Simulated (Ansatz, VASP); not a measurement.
Two plane-wave programs on In3Se

```
CELL_PARAMETERS angstrom
4.58785 0.00000 0.00000
0.00000 4.58785 0.05735
0.00000 0.05735 4.58785
ATOMIC_POSITIONS crystal
In 0.00000 0.50000 0.50000
In 0.50000 0.00000 0.50000
In 0.50000 0.50000 0.00000
Se 0.00000 0.00000 0.00000
```

Change from the starting cell: strain +0.0250 x Voigt [0, 0, 0, 1, 0, 0], atoms carried along.

Alike in both runs: task single point; functional PBEsol; dispersion D3(BJ); k mesh 10 × 10 × 10; occupations gaussian, width 0.15 eV; no spin polarisation.

|  | VASP | Ansatz |
| --- | --- | --- |
| version | VASP 6.6.1 | Ansatz 0.2.0 |
| potentials or method | VASP PAW PBE potentials, release 64 (In_d, Se), cutoff 520 eV | scalar-relativistic, plane waves, PAW |
| valence electrons in the cell | 45 | 55 |

Ansatz gave:

```
gap on the k mesh at the Fermi level (eV)                     : none
pressure (GPa)                                                : 0.0
traceless stress, the component that is largest in VASP (GPa) : -0.25
```

Which values does VASP return?

gap on the k mesh at the Fermi level (eV): none; pressure (GPa): 0.0; traceless stress, the component that is largest in VASP (GPa): -0.26.

VASP's potentials were made for PBE, not for PBEsol. A gap of «none» marks a metal or a gap that the smearing closes. VASP's potentials hold 45 valence electrons a cell and Ansatz's 55, so a difference there can come from the potentials and not from the codes.
